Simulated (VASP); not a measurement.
Wanted: the native input for a VASP 6.6.1 run.

- Task: single point
- Functional: LDA
- Potentials or basis: VASP PAW LDA potentials, release 64 (Sc_sv)
- Cutoff: 520 eV
- k mesh: 17 × 17 × 17
- Occupations: fermi-dirac, width 0.05 eV
- Spin: no spin polarisation
- Dipole correction: no
- Further INCAR settings: ALGO = Normal; EDIFF = 1e-07; NBANDS = 12

The structure of Sc lies in POSCAR:

```
Sc
1.0
   -1.3665911155      1.3665911155      1.3665911155
    1.3665911155     -1.3665911155      1.3665911155
    1.3665911155      1.3665911155     -1.3665911155
Sc
1
Direct
    0.0000000000      0.0000000000      0.0000000000
```

This cell differs from its parent crystal: volume scaled by 0.45, source ansatz.

One way to write it, as run:

INCAR

```
SYSTEM = Sc
PREC     = Accurate       ! precision mode
ENCUT    = 520            ! plane-wave cutoff, eV
EDIFF    = 1E-7           ! SCF threshold, eV
ISMEAR   = -1             ! smearing method
SIGMA    = 0.05           ! smearing width, eV
LREAL    = .False.        ! projectors in reciprocal space
LASPH    = .True.         ! aspherical terms in the spheres
NELM     = 80             ! most SCF steps
ALGO     = Normal         ! electronic algorithm
ISIF     = 2              ! what is computed and relaxed
LWAVE    = .False.        ! write WAVECAR
LCHARG   = .False.        ! write CHGCAR
NBANDS   = 12             ! bands
```

KPOINTS

```
regular mesh
0
Gamma
  17 17 17
  0 0 0
```

Potentials or basis: VASP PAW LDA potentials, release 64 (Sc_sv).

Command:

```bash
$ cat potpaw_LDA.64/Sc_sv/POTCAR > POTCAR
$ mpirun -np 1 vasp_std > vasp.out
```

Results of the run:

```
Pressure : 138.8 GPa
```

Run time: 8.9 s on 1 thread of Intel(R) Xeon(R) 6975P-C (Granite Rapids), with other jobs on the host, peak memory 0.13 GiB.
